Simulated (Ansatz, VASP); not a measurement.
# One calculation of Bi, two programs

```
Bi
1.0
     2.26750    1.30914    3.93800
    -2.26750    1.30914    3.93800
     0.00000   -2.61828    3.93800
Bi
2
Cartesian
  0.0000 0.0000 2.7645
  0.0000 0.0000 9.0495
```

Change from the starting cell: shortest bond scaled by 1, crystal datasets.

Alike in both runs: task electric field gradients; functional PBE; k mesh 8 × 8 × 8; occupations fermi-dirac, width 0.05 eV; no spin polarisation.

|  | VASP | Ansatz |
| --- | --- | --- |
| version | VASP 6.6.1 | Ansatz 0.2.0 |
| potentials or method | VASP PAW PBE potentials, release 64 (Bi_d), cutoff 520 eV | all-electron PAW with datasets made for the crystal, scalar-relativistic |

VASP gave:

* pressure (GPa): 2.1
* rms of the force components (eV/Å): 0.109
* size of Vzz on the site where it differs most (V/Å²): 30.4

**Question.** Which values does Ansatz return?

**Answer.** Pressure (GPa): 2.2; rms of the force components (eV/Å): 0.105; size of Vzz on the site where it differs most (V/Å²): 32.3.

Atom by atom the forces differ by 0.003 eV/Å (rms over components). Ansatz ran all-electron here, and VASP with PAW potentials.

Neither program's run includes spin-orbit coupling.
